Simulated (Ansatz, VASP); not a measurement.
# One calculation of B, two programs

```
B
1.0
     3.21847   -1.44550    0.00430
     3.21847    1.44550    0.00430
    -0.38422    0.00000    3.13896
B
4
Cartesian
  0.7700 0.0000 0.3832
  5.2827 0.0000 2.7643
  1.2918 0.0000 2.0242
  4.7609 0.0000 1.1233
```

Change from the starting cell: the structure that the rattled simple cubic type (Pm-3m, No. 221) fell into.

Alike in both runs: functional PBEsol; k mesh 18 × 18 × 14; occupations gaussian, width 0.1 eV; no spin polarisation.

Ansatz relaxed the structure, and its values are those at the end. VASP's run is a single point on that final structure, the one shown.

|  | VASP | Ansatz |
| --- | --- | --- |
| version | VASP 6.6.1 | Ansatz 0.2.0 |
| potentials or method | VASP PAW PBE potentials, release 64 (B), cutoff 520 eV | scalar-relativistic, plane waves, PAW |
| valence electrons in the cell | 12 | 12 |

|  | VASP | Ansatz | Ansatz less VASP |
| --- | --- | --- | --- |
| gap on the k mesh at the Fermi level (eV) | none | none | - |
| pressure (GPa) | 0.3 | 0.0 | -0.29 |
| rms of the force components (eV/Å) | 0.004 | 0.000 | -0.0033 |

VASP's potentials were made for PBE, not for PBEsol. A gap of «none» marks a metal or a gap that the smearing closes. With one functional, cell and mesh, what is left measures potentials, basis and numerics.
